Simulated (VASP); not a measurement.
# Ru (Pm-3m) in VASP: further runs, part 2 of 2

VASP 6.6.1. The steps go on from the part before.

## 3. Relaxation of cell and atoms, PBE

This run uses another cell than the first one, of 14.89 Å³/atom.

INCAR reads:

```
PREC = Accurate
ENCUT = 600
EDIFF = 1E-6
ISMEAR = -1
SIGMA = 0.05
LREAL = False
LASPH = True
NELM = 60
ALGO = Normal
ISIF = 3
LWAVE = False
LCHARG = False
GGA = PE
IBRION = 2
NSW = 80
EDIFFG = -0.01
```

KPOINTS reads:

```
regular mesh
0
Gamma
  16 16 16
```

POSCAR reads:

```
Ru
1.0
    2.4600000000      0.0000000000      0.0000000000
    0.0000000000      2.4600000000      0.0000000000
    0.0000000000      0.0000000000      2.4600000000
Ru
1
Direct
    0.0000000000      0.0000000000      0.0000000000
```

Potentials or basis: VASP PAW PBE potentials, release 64 (Ru_pv).

Launch:

```bash
$ cat potpaw_PBE.64/Ru_pv/POTCAR > POTCAR
$ mpirun -np 1 vasp_std > vasp.out
```

It took 35 s on 1 thread of Intel Xeon Platinum 8488C (Sapphire Rapids), shared host; peak memory 0.16 GiB.

It converged, with:

```
Free energy                           : -8.1067 eV
Relaxed volume                        : 15.84 Å³/atom
Relaxed cell                          : a = 2.511 Å, b = 2.511 Å, c = 2.511 Å, α = 90.00°, β = 90.00°, γ = 90.00°
Space group after relaxing (to 0.1 Å) : Pm-3m (No. 221)
Energy gained by relaxing             : 44.4 meV/atom
Ionic steps                           : 4
Pressure after relaxing               : -0.1 GPa
Band gap on the k mesh                : zero (bands 7 and 8 overlap by 4.79 eV)
```

Step by step:
```csv
step,energy change (eV),largest force (eV/Å),pressure (GPa),volume (Å³)
1,0.0000,0.0000,15.94,14.89
2,0.1581,0.0000,-22.67,18.31
3,-0.0443,0.0000,-0.73,15.89
4,-0.0444,0.0000,-0.05,15.84
```

Final structure:
```cif
data_structure
_symmetry_space_group_name_H-M 'P 1'
_symmetry_Int_Tables_number 1
_cell_length_a 2.5114
_cell_length_b 2.5114
_cell_length_c 2.5114
_cell_angle_alpha 90.000
_cell_angle_beta 90.000
_cell_angle_gamma 90.000
_cell_volume 15.84
loop_
_atom_site_label
_atom_site_type_symbol
_atom_site_fract_x
_atom_site_fract_y
_atom_site_fract_z
_atom_site_occupancy
Ru1 Ru 0.00000 0.00000 0.00000 1
```

Levels at points of the mesh, in eV from the Fermi level:
| k point | band 5 | band 6 | band 7 | band 8 | band 9 | band 10 |
| --- | --- | --- | --- | --- | --- | --- |
| (0.00, 0.00, 0.00) | -5.32 | -5.32 | 1.60 | 1.60 | 1.60 | 10.93 |
| (0.50, 0.00, 0.00) | -4.44 | -1.00 | -1.00 | -0.24 | 1.85 | 7.31 |
| (0.50, 0.50, 0.00) | -3.59 | -0.49 | -0.49 | 3.50 | 5.66 | 5.66 |
| (0.50, 0.50, 0.50) | -4.70 | -4.70 | 3.67 | 3.67 | 9.17 | 10.93 |

## 4. Relaxation of cell and atoms, PBE

INCAR reads:

```
SYSTEM = Ru
  ALGO = Normal
  EDIFF = 1E-6
  EDIFFG = -0.01
  ENCUT = 600
  GGA = PE
  IBRION = 2
  ISIF = 3
  ISMEAR = -1
  LASPH = .TRUE.
  LCHARG = .FALSE.
  LREAL = .FALSE.
  LWAVE = .FALSE.
  NELM = 80
  NSW = 80
  PREC = Accurate
  SIGMA = 0.05
```

KPOINTS reads:

```
k-points
0
G
  16 16 16
  0 0 0
```

POSCAR reads:

```
Ru
1.0
    2.5110405780      0.0000000000      0.0000000000
    0.0000000000      2.5110405780      0.0000000000
    0.0000000000      0.0000000000      2.5110405780
Ru
1
Direct
    0.0000000000      0.0000000000      0.0000000000
```

Potentials or basis: VASP PAW PBE potentials, release 64 (Ru_pv).

Launch:

```bash
$ cat potpaw_PBE.64/Ru_pv/POTCAR > POTCAR
$ mpirun -np 1 vasp_std > vasp.out
```

OUTCAR:

```text
SYSTEM = Ru
   EDIFF = 1E-6
   EDIFFG = -0.01
   ENCUT = 600
   GGA = PE
   IBRION = 2
   ISIF = 3
   ISMEAR = -1
   LASPH = .TRUE.
   LREAL = .FALSE.
   NELM = 80
   NSW = 80
   PREC = Accurate

 ion  position               nearest neighbor table
   1  0.000  0.000  0.000-

  LATTYP: Found a simple cubic cell.
 ALAT       =     2.5110405780

  Lattice vectors:

 A1 = (   2.5110405780,   0.0000000000,   0.0000000000)
 A2 = (   0.0000000000,   2.5110405780,   0.0000000000)
 A3 = (   0.0000000000,   0.0000000000,   2.5110405780)

Analysis of symmetry for initial positions (statically):
=====================================================================
 Subroutine PRICEL returns:
 Original cell was already a primitive cell.

 Routine SETGRP: Setting up the symmetry group for a
 simple cubic supercell.

 Subroutine GETGRP returns: Found 48 space group operations
 (whereof 48 operations were pure point group operations)
 out of a pool of 48 trial point group operations.

The static configuration has the point symmetry O_h .
[... 165 lines left out ...]

 k-point     1 :       0.0000    0.0000    0.0000
  band No.  band energies     occupation
      1     -31.9069      2.00000
      2     -31.9069      2.00000
      3     -31.9069      2.00000
      4       3.3710      2.00000
      5       5.1802      2.00000
      6       5.1802      2.00000
      7      12.1052      0.00000
      8      12.1052      0.00000
      9      12.1052      0.00000
     10      21.4382      0.00000
     11      27.1377      0.00000
[... 309 lines left out ...]
 k-point    24 :       0.5000    0.1250    0.0000
  band No.  band energies     occupation
      1     -32.9337      2.00000
      2     -31.9667      2.00000
      3     -31.8006      2.00000
      4       6.1004      2.00000
      5       6.8099      2.00000
      6       7.7883      2.00000
      7       9.5776      2.00000
      8      11.9573      0.00000
      9      11.9862      0.00000
     10      17.7982      0.00000
     11      21.4387      0.00000

 [... further k-points ...]

------------------------ aborting loop because EDIFF is reached ----------------------------------------

  FORCE on cell =-STRESS in cart. coord.  units (eV):
  Direction    XX          YY          ZZ          XY          YZ          ZX
  --------------------------------------------------------------------------------------
  -------------------------------------------------------------------------------------
  Total        0.0048781      0.0048781      0.0048781     -0.0000000      0.0000000     -0.0000000
  in kB        0.4936287      0.4936287      0.4936287     -0.0000000      0.0000000     -0.0000000
  external PRESSURE =       0.4936287 kB  Pullay stress =       0.0000000 kB

 VOLUME and BASIS-vectors are now :
 -----------------------------------------------------------------------------
  energy-cutoff  :      600.00
  volume of cell :       15.83
      direct lattice vectors                 reciprocal lattice vectors
     2.511040578  0.000000000  0.000000000     0.398241274  0.000000000  0.000000000
     0.000000000  2.511040578  0.000000000     0.000000000  0.398241274  0.000000000
     0.000000000  0.000000000  2.511040578     0.000000000  0.000000000  0.398241274

 POSITION                                       TOTAL-FORCE (eV/Angst)
 -----------------------------------------------------------------------------------
      0.00000      0.00000      0.00000         0.000000      0.000000      0.000000
 -----------------------------------------------------------------------------------
    total drift:                                0.000000      0.000000      0.000000

  FREE ENERGIE OF THE ION-ELECTRON SYSTEM (eV)
  ---------------------------------------------------
  free  energy   TOTEN  =        -8.1075651709 eV

  energy  without entropy=       -8.0967669024  energy(sigma->0) =       -8.10216604

 reached required accuracy - stopping structural energy minimisation
```

CONTCAR:

```text
Ru
   1.00000000000000
     2.5110405779999998    0.0000000000000000    0.0000000000000000
     0.0000000000000000    2.5110405779999998    0.0000000000000000
     0.0000000000000000    0.0000000000000000    2.5110405779999998
  Ru
     1
Direct
     0.0000000000000000    0.0000000000000000    0.0000000000000000

  0.00000000E+00  0.00000000E+00  0.00000000E+00
```

It took 15 s on 1 thread of Intel Xeon Platinum 8488C (Sapphire Rapids), shared host; peak memory 0.15 GiB.

Results:

* Free energy: -8.1076 eV
* Pressure after relaxing: 0.0 GPa
* Band gap on the k mesh: zero (bands 7 and 8 overlap by 4.79 eV)

Final structure:
```
Ru
1.0
     2.51104    0.00000    0.00000
     0.00000    2.51104    0.00000
     0.00000    0.00000    2.51104
Ru
1
Direct
  0.00000 0.00000 0.00000
```

Caveat: the relaxation stopped at its first step, so nothing moved.

## 5. Summary

| task | cell | cutoff (eV) | gap on the mesh (eV) | pressure (GPa) |
| --- | --- | --- | --- | --- |
| single point | a = 2.511 Å, 1 atom | 520 | none | 0.1 |
| relaxation of cell and atoms | relaxed from a = 2.460 Å, 1 atom | 600 | none | -0.1 |
| relaxation of cell and atoms | relaxed from a = 2.511 Å, 1 atom | 600 | none | 0.0 |

Alike in all rows: level PBE; potentials or basis VASP PAW PBE potentials, release 64 (Ru_pv); no spin polarisation; k mesh 16 × 16 × 16; smearing fermi-dirac 0.05 eV.

Caveats: an empty level that is flat over the whole mesh can mark a ghost state of the potentials, or a narrow d or f band (at least some runs); the relaxation stopped at its first step, so nothing moved (at least some runs).

Absolute energies hang on the potentials; compare differences alone.
